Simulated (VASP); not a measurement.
HfO2: single point with PBEsol

HfO2:

```xyz
6
Lattice="-3.1633 3.1633 4.4807 3.1633 -3.1633 4.4807 3.1633 3.1633 -4.4807" Properties=species:S:1:pos:R:3 pbc="T T T"
Hf    0.0000    0.0000    0.0000
Hf    0.0000    3.1633    2.2404
O    -0.0004    1.5816    1.1202
O     1.5816    3.1629    3.3606
O    -1.5816    3.1637    3.3606
O     0.0004    4.7449    1.1202
```

```json
{
 "Program": "VASP 6.6.1",
 "Task": "single point",
 "Functional": "PBEsol",
 "Potentials or basis": "VASP PAW PBE potentials, release 64 (Hf_pv, O)",
 "Cutoff": "520 eV",
 "k mesh": "6 × 6 × 6",
 "Occupations": "fermi-dirac, width 0.03 eV",
 "Spin": "no spin polarisation",
 "Dipole correction": "no",
 "Further INCAR settings": "ALGO = Normal; EDIFF = 1e-06; NBANDS = 31"
}
```

```
Pressure               : -0.5 GPa
Band gap on the k mesh : 4.70 eV, indirect (the least direct gap lies 1.5 meV higher)
```

Levels at points of the mesh, in eV from the valence-band top:
```
           k point  band 18  band 19  band 20  band 21  band 22  band 23  band 24  band 25  band 26  band 27
(0.00, 0.00, 0.00)    -0.63    -0.63     0.00     0.00     0.00     4.70     5.34     5.35     6.48     6.49
(0.50, 0.00, 0.00)    -1.13    -1.13    -0.34    -0.34     0.00     5.90     5.91     6.21     6.68     7.58
(0.50, 0.50, 0.00)    -1.24    -1.02    -1.02    -0.18    -0.18     6.28     6.28     7.27     7.27     7.39
(0.50, 0.50, 0.50)    -1.24    -1.02    -1.02    -0.18    -0.18     6.28     6.28     7.26     7.26     7.39
```

Run time: 5 min on 1 thread of AMD EPYC 7R13 Processor (Zen 3), on a shared host, peak memory 0.36 GiB.

Caveat: the PAW data sets were made with another functional, which shifts forces and pressure a little; spin-orbit coupling is left out, which moves the levels of the heavy elements. A k mesh can miss the band edges.
